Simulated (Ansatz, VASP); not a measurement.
# Two plane-wave programs on GeCN2

```
CELL_PARAMETERS angstrom
1.79379 1.03564 4.92196
-1.79379 1.03564 4.92196
0.00000 -2.07129 4.92196
ATOMIC_POSITIONS crystal
Ge 0.00000 0.00000 0.00000
C 0.50000 0.50000 0.50000
N 0.41610 0.41610 0.41610
N 0.58390 0.58390 0.58390
```

Alike in both runs: task single point; functional PBE; k mesh 6 × 6 × 6; no spin polarisation.

|  | VASP | Ansatz |
| --- | --- | --- |
| version | VASP 6.6.1 | Ansatz 0.2.0 |
| potentials or method | VASP PAW PBE potentials, release 64 (Ge_d, C, N) | plane waves, norm-conserving potentials |
| plane-wave cutoff (eV) | 520 | 1240 |
| occupations | gaussian, width 0.01 eV | fixed |
| valence electrons in the cell | 28 | 28 |

Ansatz gave:

| Item | Value |
| --- | --- |
| gap on the k mesh at the Fermi level (eV) | 1.04 |
| pressure (GPa) | -0.1 |
| traceless stress, the component that is largest in VASP (GPa) | -0.48 |
| rms of the force components (eV/Å) | 0.036 |

Problem. Which values does VASP return?

Solution. gap on the k mesh at the Fermi level (eV): 1.04; pressure (GPa): 0.2; traceless stress, the component that is largest in VASP (GPa): 0.30; rms of the force components (eV/Å): 0.029.

Atom by atom the forces differ by 0.066 eV/Å (rms over components).

Noted on VASP's run: the standard files for N, O and F lose accuracy on very short bonds.
